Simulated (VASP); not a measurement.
# Mg2O (CdCl2 type) (R-3m) in VASP: notebook

Runs on Mg2O (CdCl2 type). Level: PBEsol. Tasks: single point.

Everything below comes from runs of VASP 6.6.1. Logs are shortened: lines on timing, memory, paths and dates and some standing lists are left out, and cuts for length are marked.

## Step 1: The cell of the first run

The structure is trigonal, space group R-3m (No. 166). Conventional cell: a = 3.049 Å, b = 3.049 Å, c = 14.993 Å, α = 90.00°, β = 90.00°, γ = 120.00°. Within 2.8 Å of O (site symmetry -3m) lie 6 Mg at 2.15 Å. Within 2.8 Å of Mg (site symmetry 3m) lie 3 O at 2.15 Å.

## Step 2: Single point, PBEsol

Contents of INCAR:

```
PREC = Accurate ; ENCUT = 520
EDIFF = 1E-6 ; ISMEAR = -1
SIGMA = 0.05 ; LREAL = F
LASPH = T ; NELM = 80
ALGO = Normal ; ISIF = 2
LWAVE = F ; LCHARG = F
GGA = PS ; NBANDS = 12
```

Contents of KPOINTS:

```
Automatic mesh
0
Gamma
  12 12 12
```

Contents of POSCAR:

```
Mg2O
1.0
    1.5243142951     -0.8800632686      4.9977502408
    0.0000000000      1.7601265372      4.9977502408
   -1.5243142951     -0.8800632686      4.9977502408
O Mg
1 2
Direct
    0.0000000000      0.0000000000      0.0000000000
    0.2507983236      0.2507983236      0.2507983236
    0.7492016764      0.7492016764      0.7492016764
```

Potentials or basis: VASP PAW PBE potentials, release 64 (O, Mg).

The run is started by

```sh
> cat potpaw_PBE.64/O/POTCAR potpaw_PBE.64/Mg/POTCAR > POTCAR
> mpirun -np 1 vasp_std > vasp.out
```

OUTCAR:

```text
PREC = Accurate
   ENCUT = 520
   EDIFF = 1E-6
   ISMEAR = -1
   LREAL = F
   LASPH = T
   NELM = 80
   ISIF = 2
   GGA = PS

 ion  position               nearest neighbor table
   1  0.000  0.000  0.000-   3 2.15   2 2.15   3 2.15   2 2.15   3 2.15   2 2.15
   2  0.251  0.251  0.251-   1 2.15   1 2.15   1 2.15   3 3.04   3 3.04   3 3.04   3 3.08   3 3.08
                             3 3.08
   3  0.749  0.749  0.749-   1 2.15   1 2.15   1 2.15   2 3.04   2 3.04   2 3.04   2 3.08   2 3.08
                             2 3.08

  LATTYP: Found a trigonal (rhomboedric) cell.
 ALAT       =     5.2986368904
 COS(alpha) =     0.8344799065

  Lattice vectors:

 A1 = (   1.5243142951,  -0.8800632686,   4.9977502408)
 A2 = (   0.0000000000,   1.7601265372,   4.9977502408)
 A3 = (  -1.5243142951,  -0.8800632686,   4.9977502408)

Analysis of symmetry for initial positions (statically):
=====================================================================
 Subroutine PRICEL returns:
 Original cell was already a primitive cell.

 Routine SETGRP: Setting up the symmetry group for a
 trigonal (rhombohedral) supercell.

 Subroutine GETGRP returns: Found 12 space group operations
 (whereof 12 operations were pure point group operations)
 out of a pool of 12 trial point group operations.

The static configuration has the point symmetry D_3d.

Analysis of symmetry for dynamics (positions and initial velocities):
=====================================================================
 Subroutine PRICEL returns:
 Original cell was already a primitive cell.

 Routine SETGRP: Setting up the symmetry group for a
 trigonal (rhombohedral) supercell.

 Subroutine GETGRP returns: Found 12 space group operations
 (whereof 12 operations were pure point group operations)
 out of a pool of 12 trial point group operations.

The dynamic configuration has the point symmetry D_3d.

 Subroutine INISYM returns: Found 12 space group operations
 (whereof 12 operations are pure point group operations),
 and found     1 'primitive' translations

----------------------------------------------------------------------------------------

                                     Primitive cell

  volume of cell :      40.2267

  direct lattice vectors                    reciprocal lattice vectors
     1.524314295 -0.880063269  4.997750241     0.328016343 -0.189380324  0.066696677
     0.000000000  1.760126537  4.997750241     0.000000000  0.378760647  0.066696677
    -1.524314295 -0.880063269  4.997750241    -0.328016343 -0.189380324  0.066696677

  length of vectors
     5.298636890  5.298636890  5.298636890     0.384588188  0.384588188  0.384588188

  position of ions in fractional coordinates (direct lattice)
     0.000000000  0.000000000  0.000000000
     0.250798324  0.250798324  0.250798324
     0.749201676  0.749201676  0.749201676

  ion indices of the primitive-cell ions
   primitive index   ion index
                 1           1
                 2           2
                 3           3

----------------------------------------------------------------------------------------

 KPOINTS: Automatic mesh

Automatic generation of k-mesh.
 Grid dimensions read from file:
 generate k-points for:   12   12   12

 Generating k-lattice:

  Cartesian coordinates                     Fractional coordinates (reciprocal lattice)
     0.027334695 -0.015781694  0.005558056     0.083333333  0.000000000  0.000000000
     0.000000000  0.031563387  0.005558056     0.000000000  0.083333333  0.000000000
    -0.027334695 -0.015781694  0.005558056     0.000000000  0.000000000  0.083333333

  Length of vectors
     0.032049016  0.032049016  0.032049016

  Shift w.r.t. Gamma in fractional coordinates (k-lattice)
     0.000000000  0.000000000  0.000000000

 Subroutine IBZKPT returns following result:
 ===========================================

 Found    189 irreducible k-points:

 Following reciprocal coordinates:
            Coordinates               Weight
  0.000000  0.000000  0.000000      1.000000
  0.083333 -0.000000  0.000000      6.000000
  0.166667 -0.000000 -0.000000      6.000000
  0.250000 -0.000000  0.000000      6.000000
  0.333333 -0.000000  0.000000      6.000000
  0.416667 -0.000000  0.000000      6.000000
[... 16 lines left out ...]
  0.500000  0.166667 -0.000000     12.000000
 -0.416667  0.166667 -0.000000     12.000000
 [... further k-points ...]
   k-points           NKPTS =    189   k-points in BZ     NKDIM =    189   number of bands    NBANDS=     12
   number of dos      NEDOS =    301   number of ions     NIONS =      3
   total plane-waves  NPLWV =  64000
   dimension x,y,z NGX =    40 NGY =   40 NGZ =   40
   dimension x,y,z NGXF=    80 NGYF=   80 NGZF=   80
   ions per type =               1   2
   NGX,Y,Z   is equivalent  to a cutoff of  12.55, 12.55, 12.55 a.u.
   NGXF,Y,Z  is equivalent  to a cutoff of  25.10, 25.10, 25.10 a.u.
 SYSTEM =  unknown system
   PREC   = accura    normal or accurate (medium, high low for compatibility)
   ISTART =      0    job   : 0-new  1-cont  2-samecut
   ICHARG =      2    charge: 1-file 2-atom 10-const
   ISPIN  =      1    spin polarized calculation?
   LNONCOLLINEAR =      F non collinear calculations
   LSORBIT =      F    spin-orbit coupling
   LASPH  =      T    aspherical Exc in radial PAW
   ENCUT  =  520.0 eV  38.22 Ry    6.18 a.u.   9.85  9.85  9.85*2*pi/ulx,y,z
   NELM   =     80;   NELMIN=  2; NELMDL= -5     # of ELM steps
   EDIFF  = 0.1E-05   stopping-criterion for ELM
   LREAL  =      F    real-space projection
   EDIFFG = 0.1E-04   stopping-criterion for IOM
   NSW    =      0    number of steps for IOM
   IBRION =     -1    ionic relax: 0-MD 1-quasi-New 2-CG
   NFREE  =      0    steps in history (QN), initial steepest desc. (CG)
   ISIF   =      2    stress and relaxation
   ISYM   =      2    0-nonsym 1-usesym 2-fastsym
   POTIM  = 0.5000    time-step for ionic-motion
   TEBEG  =    0.0;   TEEND  =   0.0 temperature during run
   PSTRESS=    0.0 pullay stress
   NELECT =      10.0000    total number of electrons
   NUPDOWN=      -1.0000    fix difference up-down
   EMIN   =  10.00;   EMAX   =-10.00  energy-range for DOS
   EFERMI =   0.00;   METHOD = LEGACY
   ISMEAR =    -1;   SIGMA  =   0.05  broadening in eV -4-tet -1-fermi 0-gaus
   EFERMI_NEDOS =   21; number of points for ismear=-14 and -15
   IALGO  =     38    algorithm
   IMIX   =      4    mixing-type and parameters
     AMIX     =   0.40;   BMIX     =  1.00
     AMIX_MAG =   1.60;   BMIX_MAG =  1.00
  volume/ion in A,a.u.               =      13.41        90.49
  Fermi-wavevector in a.u.,A,eV,Ry     =   1.029367  1.945221 14.416675  1.059596
  Thomas-Fermi vector in A             =   2.163411
   LORBIT       =      0    0 simple, 1 ext, 2 COOP (PROOUT), +10 PAW based schemes
   GGA     = PS    functional components
   LHFCALC =     F    Hartree Fock is set to
   AEXX    =    0.0000 exact exchange contribution
   IVDW    =     0    specifies the selected vdW correction
   LEPSILON=     F    determine dielectric tensor
   LRPA    =     F    only Hartree local field effects (RPA)
 non-spin polarized calculation
  energy-cutoff  :      520.00
  volume of cell :       40.23
 maximum number of plane-waves:      1103
   NGX = 19   NGY = 19   NGZ = 19

 number of electron      10.0000000 magnetization

 Free energy of the ion-electron system (eV)
  ---------------------------------------------------
  ext. energy  EPLUGINS =         0.00000000
  ---------------------------------------------------
  free energy    TOTEN  =       -13.54396718 eV

  energy without entropy =      -13.54129660  energy(sigma->0) =      -13.54263189

 E-fermi :   5.0422     XC(G=0):  -9.9675

 val. band max:        5.0175015913   @ k =   0.5000  -0.0000   0.0000
 cond. band min:       5.0470117479   @ k =  -0.4167   0.1667  -0.0000
 fundamental gap:      0.0295101566
 Fermi energy:         5.0421847370

 k-point     1 :       0.0000    0.0000    0.0000
  band No.  band energies     occupation
      1     -15.3784      2.00000
      2      -1.9916      2.00000
      3      -0.6214      2.00000
      4       0.6324      2.00000
      5       0.6324      2.00000
      6       7.5145      0.00000
      7       8.1756      0.00000
      8      16.6070      0.00000
      9      16.6070      0.00000
     10      16.9820      0.00000
     11      17.7588      0.00000
     12      17.7588      0.00000

 k-point     2 :       0.0833   -0.0000    0.0000
  band No.  band energies     occupation
      1     -15.3340      2.00000
      2      -1.9381      2.00000
      3      -0.6142      2.00000
      4       0.5196      2.00000
      5       0.5860      2.00000
      6       7.7192      0.00000
      7       8.2784      0.00000
      8      15.6955      0.00000
      9      15.7652      0.00000
     10      16.5651      0.00000
     11      16.8442      0.00000
     12      16.9989      0.00000

 k-point     3 :       0.1667   -0.0000   -0.0000
  band No.  band energies     occupation
      1     -15.2099      2.00000
      2      -1.7832      2.00000
      3      -0.8827      2.00000
      4       0.4626      2.00000
      5       0.6087      2.00000
      6       7.8477      0.00000
      7       8.9086      0.00000
      8      13.1836      0.00000
      9      14.3318      0.00000
     10      15.5029      0.00000
     11      16.6938      0.00000
     12      17.2394      0.00000

 k-point     4 :       0.2500   -0.0000    0.0000
  band No.  band energies     occupation
      1     -15.0330      2.00000
      2      -1.6809      2.00000
      3      -1.3651      2.00000
      4       0.3008      2.00000
      5       1.2071      2.00000
      6       7.7667      0.00000
      7       9.7888      0.00000
      8      10.8849      0.00000
      9      13.2406      0.00000
     10      14.6350      0.00000
     11      16.0275      0.00000
     12      17.1273      0.00000

 k-point     5 :       0.3333   -0.0000    0.0000
  band No.  band energies     occupation
      1     -14.8466      2.00000
      2      -2.2206      2.00000
      3      -1.1717      2.00000
      4       0.1461      2.00000
      5       2.1365      2.00000
      6       7.6129      0.00000
      7       8.4206      0.00000
      8      11.0494      0.00000
      9      12.5964      0.00000
     10      14.0127      0.00000
     11      15.5500      0.00000
     12      16.0788      0.00000
[... 228 lines left out ...]
      1     -14.9407      2.00000
      2      -1.7870      2.00000
      3      -1.4026      2.00000
      4      -0.0203      2.00000
      5       1.8304      2.00000
      6       7.7613      0.00000
      7       9.7651      0.00000
      8      11.2075      0.00000
      9      11.7751      0.00000
     10      13.1153      0.00000
     11      16.5293      0.00000
     12      17.4706      0.00000

 k-point    22 :       0.4167    0.1667    0.0000
  band No.  band energies     occupation
      1     -14.7771      2.00000
      2      -2.1564      2.00000
      3      -1.1613      2.00000
      4      -0.3607      2.00000
      5       2.7208      2.00000
      6       7.7843      0.00000
      7       8.7501      0.00000
      8      10.1422      0.00000
      9      12.1999      0.00000
     10      12.7068      0.00000
     11      15.3577      0.00000
     12      16.9386      0.00000

 k-point    23 :       0.5000    0.1667   -0.0000
  band No.  band energies     occupation
      1     -14.6529      2.00000
      2      -2.4498      2.00000
      3      -0.9095      2.00000
      4      -0.6140      2.00000
      5       3.8302      2.00000
      6       6.7278      0.00000
      7       8.0855      0.00000
      8       9.8196      0.00000
      9      12.6524      0.00000
     10      12.8166      0.00000
     11      14.4696      0.00000
     12      16.3297      0.00000

 k-point    24 :      -0.4167    0.1667   -0.0000
  band No.  band energies     occupation
      1     -14.6066      2.00000
      2      -2.5606      2.00000
      3      -0.7858      2.00000
      4      -0.7068      2.00000
      5       5.0470      0.95177
      6       5.2232      0.05217
      7       8.1309      0.00000
      8       9.7328      0.00000
      9      12.6304      0.00000
     10      12.8899      0.00000
     11      14.3186      0.00000
     12      16.2432      0.00000

 [... further k-points ...]
[... 5 lines left out ...]
  --------------------------------------------------------------------------------------
  -------------------------------------------------------------------------------------
  Total       -0.0691403     -0.0691403     -0.0686692      0.0000000      0.0000000     -0.0000000
  in kB       -2.7537678     -2.7537678     -2.7350080      0.0000000      0.0000000     -0.0000000
  external PRESSURE =      -2.7475145 kB  Pullay stress =       0.0000000 kB

 VOLUME and BASIS-vectors are now :
 -----------------------------------------------------------------------------
  energy-cutoff  :      520.00
  volume of cell :       40.23
      direct lattice vectors                 reciprocal lattice vectors
     1.524314295 -0.880063269  4.997750241     0.328016343 -0.189380324  0.066696677
     0.000000000  1.760126537  4.997750241     0.000000000  0.378760647  0.066696677
    -1.524314295 -0.880063269  4.997750241    -0.328016343 -0.189380324  0.066696677

 POSITION                                       TOTAL-FORCE (eV/Angst)
 -----------------------------------------------------------------------------------
      0.00000      0.00000      0.00000         0.000000      0.000000     -0.000000
      0.00000      0.00000      3.76028        -0.000000     -0.000000      0.014574
      0.00000      0.00000     11.23297        -0.000000     -0.000000     -0.014574
 -----------------------------------------------------------------------------------
    total drift:                                0.000000     -0.000000      0.000000

  FREE ENERGIE OF THE ION-ELECTRON SYSTEM (eV)
  ---------------------------------------------------
  free  energy   TOTEN  =       -13.5439671785 eV

  energy  without entropy=      -13.5412966027  energy(sigma->0) =      -13.54263189
```

It took 81 s on 1 thread of AMD EPYC 9R45 (Zen 5), shared host; peak memory 0.26 GiB.

What came out:

| Item | Value |
| --- | --- |
| Free energy | -13.5440 eV |
| Pressure | -0.3 GPa |
| Largest force | 0.015 eV/Å |
| Band gap on the k mesh | zero (band 5 reaches 5.61 eV, above the bottom of band 6 at 4.27 eV) |

Forces in eV/Å, atoms in the order of the input:
```
O    0.000  0.000  0.000
Mg   0.000  0.000  0.015
Mg   0.000  0.000 -0.015
```

Caveat: the PAW data sets were made with another functional, which shifts forces and pressure a little.

## Step 3: Single point, PBEsol

Contents of INCAR:

```
SYSTEM = Mg2O
ALGO = Normal
EDIFF = 1E-6
ENCUT = 520
GGA = PS
ISIF = 2
ISMEAR = 1
LASPH = .True.
LCHARG = .False.
LREAL = .False.
LWAVE = .False.
NBANDS = 12
NELM = 60
PREC = Accurate
SIGMA = 0.1
```

Contents of KPOINTS:

```
Automatic mesh
0
Gamma
  12 12 12
  0.5 0.5 0.5
```

POSCAR is that of step 2.

Potentials or basis: VASP PAW PBE potentials, release 64 (O, Mg).

The run is started by

```sh
> cat potpaw_PBE.64/O/POTCAR potpaw_PBE.64/Mg/POTCAR > POTCAR
> mpirun -np 1 vasp_std > vasp.out
```

It took 79 s on 1 thread of AMD EPYC 9R45 (Zen 5), shared host; peak memory 0.26 GiB.

Results (log left out):

```yaml
Free_energy: -13.5431 eV
Pressure: -0.3 GPa
Largest_force: 0.017 eV/Å
Band_gap_on_the_k_mesh: zero (band 5 reaches 5.61 eV, above the bottom of band 6 at 4.34 eV)
```

Forces in eV/Å, atoms in the order of the input:
```
O    0.000  0.000  0.000
Mg   0.000  0.000  0.017
Mg   0.000  0.000 -0.017
```

Levels at points of the mesh, in eV from the Fermi level:
```
           k point  band 2  band 3  band 4  band 5  band 6  band 7  band 8  band 9
(0.04, 0.04, 0.04)   -7.05   -5.58   -4.39   -4.39    2.36    3.28   11.57   11.57
```

Caveat: the PAW data sets were made with another functional, which shifts forces and pressure a little.
